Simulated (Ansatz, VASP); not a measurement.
# One calculation of GaN, two programs

```xyz
2
Lattice="0.0000 2.2535 2.2535 2.2535 0.0000 2.2535 2.2535 2.2535 0.0000" Properties=species:S:1:pos:R:3 pbc="T T T"
Ga    0.0000    0.0000    0.0000
N     1.1267    1.1267    1.1267
```

Alike in both runs: task single point; functional revPBE; k mesh 8 × 8 × 8; no spin polarisation.

|  | VASP | Ansatz |
| --- | --- | --- |
| version | VASP 6.6.1 | Ansatz 0.2.0 |
| potentials or method | VASP PAW PBE potentials, release 64 (Ga_d, N), cutoff 600 eV | plane waves, PAW |
| occupations | gaussian, width 0.01 eV | fixed |
| valence electrons in the cell | 18 | 18 |

|  | VASP | Ansatz | Ansatz less VASP |
| --- | --- | --- | --- |
| gap on the k mesh at the Fermi level (eV) | 1.76 | 1.74 | -0.019 |

VASP's potentials were made for PBE, not for revPBE.
